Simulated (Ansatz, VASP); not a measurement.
## Hf5N4: VASP beside Ansatz

```
Hf N
1.0
     3.18308    0.00000    0.00000
    -1.59154    2.75663    0.00000
     0.00000    0.00000   25.39589
Hf N
5 4
Direct
  0.33333 0.66667 0.29532
  0.00000 0.00000 0.39766
  0.66667 0.33333 0.50000
  0.33333 0.66667 0.60234
  0.00000 0.00000 0.70468
  0.66667 0.33333 0.34649
  0.33333 0.66667 0.44883
  0.00000 0.00000 0.55117
  0.66667 0.33333 0.65351
```

Alike in both runs: task single point; functional PBEsol; k mesh 12 × 12 × 1; occupations gaussian, width 0.1 eV; no spin polarisation.

|  | VASP | Ansatz |
| --- | --- | --- |
| version | VASP 6.6.1 | Ansatz 0.2.0 |
| potentials or method | VASP PAW PBE potentials, release 64 (Hf_pv, N), cutoff 520 eV | scalar-relativistic, plane waves, PAW |
| valence electrons in the cell | 70 | 150 |

|  | VASP | Ansatz | Ansatz less VASP |
| --- | --- | --- | --- |
| gap on the k mesh at the Fermi level (eV) | none | none | - |
| rms of the force components (eV/Å) | 0.257 | 0.239 | -0.0176 |

VASP's potentials were made for PBE, not for PBEsol. A gap of «none» marks a metal or a gap that the smearing closes. VASP's potentials hold 70 valence electrons a cell and Ansatz's 150, so a difference there can come from the potentials and not from the codes. Ansatz's warnings: xc potential rough in thin density.

Neither program's run includes spin-orbit coupling.
